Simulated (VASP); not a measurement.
A run of VASP 6.6.1:

POSCAR

```
ZrB2
1.0
    3.1700000000      0.0000000000      0.0000000000
   -1.5850000000      2.7453005300      0.0000000000
    0.0000000000      0.0000000000      3.5330000000
Zr B
1 2
Direct
    0.0000000000      0.0000000000      0.0000000000
    0.6666666667      0.3333333333      0.5000000000
    0.3333333333      0.6666666667      0.5000000000
```

Contents of INCAR.step1:

```
SYSTEM = ZrB2
ALGO     = Normal         ! electronic algorithm
EDIFF    = 1E-6           ! SCF threshold, eV
ENCUT    = 520            ! plane-wave cutoff, eV
GGA      = PS             ! functional
ISIF     = 2              ! what is computed and relaxed
ISMEAR   = -1             ! smearing method
LASPH    = .True.         ! aspherical terms in the spheres
LCHARG   = .True.         ! write CHGCAR
LDAU     = .True.         ! DFT+U
LDAUJ    = 0 0          
LDAUL    = 2 -1           ! shell
LDAUPRINT= 1            
LDAUTYPE = 2            
LDAUU    = 2 0            ! U, eV
LMAXMIX  = 4              ! l up to which the mixer works
LREAL    = .False.        ! projectors in reciprocal space
LWAVE    = .False.        ! write WAVECAR
NBANDS   = 16             ! bands
NELM     = 150            ! most SCF steps
PREC     = Accurate       ! precision mode
SIGMA    = 0.05           ! smearing width, eV
```

The input KPOINTS.step1:

```
k-points
0
Gamma
  10 10 8
  0 0 0
```

INCAR.step2

```
SYSTEM = ZrB2
ALGO     = Normal         ! electronic algorithm
EDIFF    = 1E-6           ! SCF threshold, eV
ENCUT    = 520            ! plane-wave cutoff, eV
GGA      = PS             ! functional
ICHARG   = 11             ! starting density
ISIF     = 2              ! what is computed and relaxed
ISMEAR   = -5             ! smearing method
LASPH    = .True.         ! aspherical terms in the spheres
LCHARG   = .False.        ! write CHGCAR
LDAU     = .True.         ! DFT+U
LDAUJ    = 0 0          
LDAUL    = 2 -1           ! shell
LDAUPRINT= 1            
LDAUTYPE = 2            
LDAUU    = 2 0            ! U, eV
LMAXMIX  = 4              ! l up to which the mixer works
LORBIT   = 11             ! projections on sites
LREAL    = .False.        ! projectors in reciprocal space
LWAVE    = .False.        ! write WAVECAR
NBANDS   = 16             ! bands
NEDOS    = 2001           ! points of the DOS
NELM     = 150            ! most SCF steps
PREC     = Accurate       ! precision mode
SIGMA    = 0.05           ! smearing width, eV
```

The input KPOINTS.step2:

```
k-points
0
Gamma
  15 15 12
  0 0 0
```

Potentials or basis: VASP PAW PBE potentials, release 64 (Zr_sv, B).

Run with:

```sh
$ cat potpaw_PBE.64/Zr_sv/POTCAR potpaw_PBE.64/B/POTCAR > POTCAR
$ cp INCAR.step1 INCAR
$ cp KPOINTS.step1 KPOINTS
$ mpirun -np 1 vasp_std > vasp.out
$ cp INCAR.step2 INCAR
$ cp KPOINTS.step2 KPOINTS
$ mpirun -np 1 vasp_std > vasp.out
```

Hardware: 1 thread of AMD EPYC 9R45 96-Core Processor (Zen 5), on a shared host.

Task: How long does it take, and how much memory?

Result: It took 38 s on 1 thread of AMD EPYC 9R45 96-Core Processor (Zen 5), on a shared host, peak memory 0.18 GiB. Counts: k points 189.
